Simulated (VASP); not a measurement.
Input of a VASP 6.6.1 run:

INCAR

```
SYSTEM = PbS
PREC = Accurate
ENCUT = 520
EDIFF = 1E-6
ISMEAR = 0
SIGMA = 0.01
LREAL = .False.
LASPH = .True.
NELM = 80
ALGO = Normal
ISIF = 2
LWAVE = .False.
LCHARG = .False.
GGA = PE
NBANDS = 17
```

File KPOINTS:

```
Automatic mesh
0
Gamma
  6 6 6
  0 0 0
```

Contents of POSCAR:

```
PbS
1.0
    0.0000000000      3.0038467816      3.0038467816
    3.0038467816      0.0000000000      3.0038467816
    3.0038467816      3.0038467816      0.0000000000
Pb S
1 1
Direct
    0.0000000000      0.0000000000      0.0000000000
    0.5000000000      0.5000000000      0.5000000000
```

Potentials or basis: VASP PAW PBE potentials, release 64 (Pb_d, S).

The run is started by

```sh
$ cat potpaw_PBE.64/Pb_d/POTCAR potpaw_PBE.64/S/POTCAR > POTCAR
$ mpirun -np 1 vasp_std > vasp.out
```

(1) Estimate the band gap on the k mesh.

(2) Predict the pressure.

Answers

(1) 0.50 eV, direct.

(2) -0.1 GPa.

Caveat: spin-orbit coupling is left out, which moves the levels of the heavy elements.
